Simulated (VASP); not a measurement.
# Gd (Fm-3m) in VASP: further runs

Runs on Gd. Level: LDA. Tasks: single point.

Program: VASP 6.6.1. These are calculated values, not measurements. Logs are shortened: lines on timing, memory, paths and dates and some standing lists are left out, and cuts for length are marked.

### 1 The cell of the first run

Symmetry: Fm-3m, No. 225, cubic system. The conventional cell has a = 5.172 Å, b = 5.172 Å, c = 5.172 Å, α = 90.00°, β = 90.00°, γ = 90.00°. Gd (site symmetry m-3m) has 12 Gd at 3.66 Å within 4.8 Å.

### 2 Single point, LDA, collinear spin, ferromagnetic start

The input, INCAR:

```
SYSTEM = Gd
PREC = Accurate ; ENCUT = 520
EDIFF = 1E-6 ; ISMEAR = -1
SIGMA = 0.5 ; LREAL = .False.
LASPH = .True. ; NELM = 150
ALGO = Normal ; ISIF = 2
LWAVE = .False. ; LCHARG = .True.
ISPIN = 2 ; MAGMOM = 7
LORBIT = 11 ; LMAXMIX = 6
GGA = CA ; LELF = .True.
LVHAR = .True. ; NBANDS = 19
```

The input, KPOINTS:

```
regular mesh
0
Gamma
  5 5 5
  0 0 0
```

The input, POSCAR:

```
Gd
1.0
    0.0000000000      2.5858190000      2.5858190000
    2.5858190000      0.0000000000      2.5858190000
    2.5858190000      2.5858190000      0.0000000000
Gd
1
Direct
    0.0000000000      0.0000000000      0.0000000000
```

Potentials or basis: VASP PAW PBE potentials, release 64 (Gd).

Started as:

```bash
> cat potpaw_PBE.64/Gd/POTCAR > POTCAR
> mpirun -np 1 vasp_std > vasp.out
```

OUTCAR:

```text
SYSTEM = Gd
   PREC = Accurate
   ENCUT = 520
   EDIFF = 1E-6
   ISMEAR = -1
   LREAL = .False.
   LASPH = .True.
   NELM = 150
   ISIF = 2
   ISPIN = 2
   LORBIT = 11
   GGA = CA

 ion  position               nearest neighbor table
   1  0.000  0.000  0.000-

  LATTYP: Found a face centered cubic cell.
 ALAT       =     5.1716380000

  Lattice vectors:

 A1 = (   0.0000000000,   2.5858190000,   2.5858190000)
 A2 = (   2.5858190000,   0.0000000000,   2.5858190000)
 A3 = (   2.5858190000,   2.5858190000,   0.0000000000)

Analysis of symmetry for initial positions (statically):
=====================================================================
 Subroutine PRICEL returns:
 Original cell was already a primitive cell.

 Routine SETGRP: Setting up the symmetry group for a
 face centered cubic supercell.

 Subroutine GETGRP returns: Found 48 space group operations
 (whereof 48 operations were pure point group operations)
 out of a pool of 48 trial point group operations.

The static configuration has the point symmetry O_h .

Analysis of symmetry for dynamics (positions and initial velocities):
=====================================================================
 Subroutine PRICEL returns:
 Original cell was already a primitive cell.

 Routine SETGRP: Setting up the symmetry group for a
 face centered cubic supercell.

 Subroutine GETGRP returns: Found 48 space group operations
 (whereof 48 operations were pure point group operations)
 out of a pool of 48 trial point group operations.

The dynamic configuration has the point symmetry O_h .

Analysis of structural, dynamic, and magnetic symmetry:
=====================================================================
 Subroutine PRICEL returns:
 Original cell was already a primitive cell.

 Routine SETGRP: Setting up the symmetry group for a
 face centered cubic supercell.

 Subroutine GETGRP returns: Found 48 space group operations
 (whereof 48 operations were pure point group operations)
 out of a pool of 48 trial point group operations.

The overall configuration has the point symmetry O_h .

 Subroutine INISYM returns: Found 48 space group operations
 (whereof 48 operations are pure point group operations),
 and found     1 'primitive' translations

----------------------------------------------------------------------------------------

                                     Primitive cell

  volume of cell :      34.5800

  direct lattice vectors                    reciprocal lattice vectors
     0.000000000  2.585819000  2.585819000    -0.193362335  0.193362335  0.193362335
     2.585819000  0.000000000  2.585819000     0.193362335 -0.193362335  0.193362335
     2.585819000  2.585819000  0.000000000     0.193362335  0.193362335 -0.193362335

  length of vectors
     3.656900300  3.656900300  3.656900300     0.334913389  0.334913389  0.334913389

  position of ions in fractional coordinates (direct lattice)
     0.000000000  0.000000000  0.000000000

  ion indices of the primitive-cell ions
   primitive index   ion index
                 1           1

----------------------------------------------------------------------------------------

 KPOINTS: regular mesh

Automatic generation of k-mesh.
 Grid dimensions read from file:
 generate k-points for:    5    5    5

 Generating k-lattice:

  Cartesian coordinates                     Fractional coordinates (reciprocal lattice)
    -0.038672467  0.038672467  0.038672467     0.200000000  0.000000000  0.000000000
     0.038672467 -0.038672467  0.038672467     0.000000000  0.200000000  0.000000000
     0.038672467  0.038672467 -0.038672467     0.000000000  0.000000000  0.200000000

  Length of vectors
     0.066982678  0.066982678  0.066982678

  Shift w.r.t. Gamma in fractional coordinates (k-lattice)
     0.000000000  0.000000000  0.000000000

 Subroutine IBZKPT returns following result:
 ===========================================

 Found     10 irreducible k-points:

 Following reciprocal coordinates:
            Coordinates               Weight
  0.000000  0.000000  0.000000      1.000000
  0.200000  0.000000  0.000000      8.000000
  0.400000  0.000000  0.000000      8.000000
  0.200000  0.200000  0.000000      6.000000
  0.400000  0.200000  0.000000     24.000000
 -0.400000  0.200000  0.000000     24.000000
 -0.200000  0.200000  0.000000     12.000000
  0.400000  0.400000  0.000000      6.000000
 -0.400000  0.400000  0.000000     12.000000
 -0.400000  0.400000  0.200000     24.000000
   k-points           NKPTS =     10   k-points in BZ     NKDIM =     10   number of bands    NBANDS=     19
   number of dos      NEDOS =    301   number of ions     NIONS =      1
   total plane-waves  NPLWV =  21952
   dimension x,y,z NGX =    28 NGY =   28 NGZ =   28
   dimension x,y,z NGXF=    56 NGYF=   56 NGZF=   56
   ions per type =               1
   NGX,Y,Z   is equivalent  to a cutoff of  12.73, 12.73, 12.73 a.u.
   NGXF,Y,Z  is equivalent  to a cutoff of  25.46, 25.46, 25.46 a.u.
 SYSTEM =  Gd
   PREC   = accura    normal or accurate (medium, high low for compatibility)
   ISTART =      0    job   : 0-new  1-cont  2-samecut
   ICHARG =      2    charge: 1-file 2-atom 10-const
   ISPIN  =      2    spin polarized calculation?
   LNONCOLLINEAR =      F non collinear calculations
   LSORBIT =      F    spin-orbit coupling
   LASPH  =      T    aspherical Exc in radial PAW
   ENCUT  =  520.0 eV  38.22 Ry    6.18 a.u.   6.80  6.80  6.80*2*pi/ulx,y,z
   NELM   =    150;   NELMIN=  2; NELMDL= -5     # of ELM steps
   EDIFF  = 0.1E-05   stopping-criterion for ELM
   LREAL  =      F    real-space projection
   EDIFFG = 0.1E-04   stopping-criterion for IOM
   NSW    =      0    number of steps for IOM
   IBRION =     -1    ionic relax: 0-MD 1-quasi-New 2-CG
   NFREE  =      0    steps in history (QN), initial steepest desc. (CG)
   ISIF   =      2    stress and relaxation
   ISYM   =      2    0-nonsym 1-usesym 2-fastsym
   POTIM  = 0.5000    time-step for ionic-motion
   TEBEG  =    0.0;   TEEND  =   0.0 temperature during run
   PSTRESS=    0.0 pullay stress
   NELECT =      18.0000    total number of electrons
   NUPDOWN=      -1.0000    fix difference up-down
   EMIN   =  10.00;   EMAX   =-10.00  energy-range for DOS
   EFERMI =   0.00;   METHOD = LEGACY
   ISMEAR =    -1;   SIGMA  =   0.50  broadening in eV -4-tet -1-fermi 0-gaus
   EFERMI_NEDOS =   21; number of points for ismear=-14 and -15
   IALGO  =     38    algorithm
   IMIX   =      4    mixing-type and parameters
     AMIX     =   0.40;   BMIX     =  1.00
     AMIX_MAG =   1.60;   BMIX_MAG =  1.00
  volume/ion in A,a.u.               =      34.58       233.36
  Fermi-wavevector in a.u.,A,eV,Ry     =   1.316914  2.488607 23.596088  1.734264
  Thomas-Fermi vector in A             =   2.446993
   LORBIT       =     11    0 simple, 1 ext, 2 COOP (PROOUT), +10 PAW based schemes
   GGA     = CA    functional components
   LHFCALC =     F    Hartree Fock is set to
   AEXX    =    0.0000 exact exchange contribution
   IVDW    =     0    specifies the selected vdW correction
   LEPSILON=     F    determine dielectric tensor
   LRPA    =     F    only Hartree local field effects (RPA)
 spin polarized calculation
  energy-cutoff  :      520.00
  volume of cell :       34.58
 maximum number of plane-waves:       941
   NGX = 13   NGY = 13   NGZ = 13

 number of electron      18.0000002 magnetization       7.0323164

 Free energy of the ion-electron system (eV)
  ---------------------------------------------------
  ext. energy  EPLUGINS =         0.00000000
  ---------------------------------------------------
  free energy    TOTEN  =       -12.57419163 eV

  energy without entropy =      -10.74673675  energy(sigma->0) =      -11.66046419

 E-fermi :   2.4018     XC(G=0): -10.0061

 val. band max:        2.3710215234   @ k =   0.4000   0.2000   0.0000
 cond. band min:       2.4771446491   @ k =  -0.4000   0.4000   0.0000
 fundamental gap:      0.1061231257
 Fermi energy:         2.4017863371

 spin component 1

 k-point     1 :       0.0000    0.0000    0.0000
  band No.  band energies     occupation
      1     -41.5803      1.00000
      2     -18.9917      1.00000
      3     -18.9917      1.00000
      4     -18.9917      1.00000
      5      -2.3298      0.99992
      6      -0.7764      0.99827
[... 11 lines left out ...]
     18      11.6159      0.00000
     19      14.7392      0.00000

 k-point     2 :       0.2000    0.0000    0.0000
  band No.  band energies     occupation
      1     -41.5606      1.00000
      2     -19.2325      1.00000
      3     -19.0225      1.00000
      4     -19.0225      1.00000
      5      -1.3676      0.99947
      6      -0.7506      0.99818
[... 168 lines left out ...]
 k-point    10 :      -0.4000    0.4000    0.2000
  band No.  band energies     occupation
      1     -41.5088      1.00000
      2     -19.4958      1.00000
      3     -19.3407      1.00000
      4     -19.1916      1.00000
      5      -0.7094      0.99802
      6      -0.6774      0.99789
[... 11 lines left out ...]
     18      10.8549      0.00000
     19      11.7167      0.00000
 Fermi energy:         2.4017863371

 spin component 2

 k-point     1 :       0.0000    0.0000    0.0000
  band No.  band energies     occupation
      1     -38.8260      1.00000
      2     -16.8824      1.00000
      3     -16.8824      1.00000
      4     -16.8824      1.00000
      5      -1.7483      0.99975
      6       3.5985      0.08368
[... 11 lines left out ...]
     18      12.4140      0.00000
     19      15.3935      0.00000

 k-point     2 :       0.2000    0.0000    0.0000
  band No.  band energies     occupation
      1     -38.8015      1.00000
      2     -17.1781      1.00000
      3     -16.9190      1.00000
      4     -16.9190      1.00000
      5      -0.7438      0.99815
      6       3.3909      0.12152
[... 168 lines left out ...]
 k-point    10 :      -0.4000    0.4000    0.2000
  band No.  band energies     occupation
      1     -38.7370      1.00000
      2     -17.4936      1.00000
      3     -17.3046      1.00000
      4     -17.1234      1.00000
      5       2.1516      0.62256
      6       2.9697      0.24308
[... 11 lines left out ...]
     18      11.9410      0.00000
     19      12.7644      0.00000

------------------------ aborting loop because EDIFF is reached ----------------------------------------

  FORCE on cell =-STRESS in cart. coord.  units (eV):
  Direction    XX          YY          ZZ          XY          YZ          ZX
  --------------------------------------------------------------------------------------
  -------------------------------------------------------------------------------------
  Total       -0.2173492     -0.2173492     -0.2173492      0.0000000      0.0000000      0.0000000
  in kB      -10.0703428    -10.0703428    -10.0703428      0.0000000      0.0000000      0.0000000
  external PRESSURE =     -10.0703428 kB  Pullay stress =       0.0000000 kB

 VOLUME and BASIS-vectors are now :
 -----------------------------------------------------------------------------
  energy-cutoff  :      520.00
  volume of cell :       34.58
      direct lattice vectors                 reciprocal lattice vectors
     0.000000000  2.585819000  2.585819000    -0.193362335  0.193362335  0.193362335
     2.585819000  0.000000000  2.585819000     0.193362335 -0.193362335  0.193362335
     2.585819000  2.585819000  0.000000000     0.193362335  0.193362335 -0.193362335

 POSITION                                       TOTAL-FORCE (eV/Angst)
 -----------------------------------------------------------------------------------
      0.00000      0.00000      0.00000         0.000000      0.000000      0.000000
 -----------------------------------------------------------------------------------
    total drift:                               -0.000000     -0.000000     -0.000000

  FREE ENERGIE OF THE ION-ELECTRON SYSTEM (eV)
  ---------------------------------------------------
  free  energy   TOTEN  =       -12.5741916254 eV

  energy  without entropy=      -10.7467367534  energy(sigma->0) =      -11.66046419

 total charge

# of ion       s       p       d       f       tot
--------------------------------------------------
    1        2.061   5.529   0.491   7.205  15.286

 magnetization (x)

# of ion       s       p       d       f       tot
--------------------------------------------------
    1        0.005  -0.039   0.133   6.495   6.594
```

Wall time 27 s (1 thread of AMD EPYC 7R43 (Zen 3), shared host); peak memory 0.12 GiB.

Results:

| Item | Value |
| --- | --- |
| Free energy | -12.5742 eV |
| Pressure | -1.0 GPa |
| Net moment | 7.03 μB per cell |
| Site moments | Gd +6.59 μB |
| Valence electrons inside the program's atomic spheres | Gd 15.29 |

Levels at points of the mesh, in eV from the Fermi level:
Spin up:
```tsv
k point	band 8	band 9	band 10	band 11	band 12	band 13	band 14	band 15	band 16	band 17
(0.00, 0.00, 0.00)	-3.09	-3.09	-2.97	-2.97	-2.97	1.67	1.67	1.67	3.85	3.85
```
Spin down:
```tsv
k point	band 1	band 2	band 3	band 4	band 5	band 6	band 7	band 8	band 9	band 10
(0.00, 0.00, 0.00)	-41.23	-19.28	-19.28	-19.28	-4.15	1.20	1.41	1.41	1.41	1.68
```

Caveat: the k points lie up to 0.42 Å⁻¹ apart; the PAW data sets were made with another functional, which shifts forces and pressure a little; spin-orbit coupling is left out, which moves the levels of the heavy elements.

### 3 Single point, LDA, collinear spin, ferromagnetic start

The input, INCAR:

```
SYSTEM = Gd
PREC = Accurate
ENCUT = 520
EDIFF = 1E-6
ISMEAR = -1
SIGMA = 0.3
LREAL = .False.
LASPH = .True.
NELM = 150
ALGO = Normal
ISIF = 2
LWAVE = .False.
LCHARG = .True.
ISPIN = 2
MAGMOM = 7
LORBIT = 11
LMAXMIX = 6
GGA = CA
LELF = .True.
LVHAR = .True.
NBANDS = 19
```

The input, KPOINTS:

```
Automatic mesh
0
Gamma
  5 5 5
  0 0 0
```

POSCAR is that of step 2.

Potentials or basis: VASP PAW PBE potentials, release 64 (Gd).

Started as:

```bash
> cat potpaw_PBE.64/Gd/POTCAR > POTCAR
> mpirun -np 1 vasp_std > vasp.out
```

Run time: 27 s. Hardware: 1 thread of AMD EPYC 7R43 (Zen 3), shared host; peak memory 0.11 GiB.

Results (log left out):

* Free energy: -11.9629 eV
* Pressure: -2.5 GPa
* Net moment: 7.19 μB per cell
* Site moments: Gd +6.73 μB
* Valence electrons inside the program's atomic spheres: Gd 15.24

Levels at points of the mesh, in eV from the Fermi level:
Spin up:
| k point | band 8 | band 9 | band 10 | band 11 | band 12 | band 13 | band 14 | band 15 | band 16 | band 17 |
| --- | --- | --- | --- | --- | --- | --- | --- | --- | --- | --- |
| (0.00, 0.00, 0.00) | -3.67 | -3.67 | -3.55 | -3.55 | -3.55 | 1.52 | 1.52 | 1.52 | 3.67 | 3.67 |
Spin down:
```tsv
k point	band 3	band 4	band 5	band 6	band 7	band 8
(0.00, 0.00, 0.00)	-19.55	-19.55	-4.21	0.77	0.96	0.96
```

Caveat: the k points lie up to 0.42 Å⁻¹ apart; the PAW data sets were made with another functional, which shifts forces and pressure a little; spin-orbit coupling is left out, which moves the levels of the heavy elements. The state reached can hang on the start; a lower one may exist.
